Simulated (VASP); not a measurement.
Ca, 1 atom in the cell. Symmetry: Im-3m, No. 229, cubic system. The conventional cell has a = 4.539 Å, b = 4.539 Å, c = 4.539 Å, α = 90.00°, β = 90.00°, γ = 90.00°. Ca (site symmetry m-3m) has 14 Ca at 3.93 to 4.54 Å within 5.2 Å. 

- Program: VASP 6.6.1
- Task: relaxation of cell and atoms
- Functional: PBEsol
- Potentials or basis: VASP PAW PBE potentials, release 64 (Ca_sv)
- Cutoff: 600 eV
- k mesh: 10 × 10 × 10
- Occupations: fermi-dirac, width 0.05 eV
- Spin: no spin polarisation
- Dipole correction: no
- Further INCAR settings: ALGO = Normal; EDIFF = 1e-06; IBRION = 2; EDIFFG = -0.005; NSW = 100; ISIF = 3

Potentials or basis: VASP PAW PBE potentials, release 64 (Ca_sv).

Command:

```console
$ cat potpaw_PBE.64/Ca_sv/POTCAR > POTCAR
$ mpirun -np 1 vasp_std > vasp.out
```

Hardware: 1 thread of Intel Xeon 8259CL, with other jobs on the host.

Problem. Estimate the wall time of this run.

Solution. It took 76 s on 1 thread of Intel Xeon 8259CL, on a shared host, peak memory 0.2 GiB. Counts: scf iterations 35, k points 47, ion steps 4.
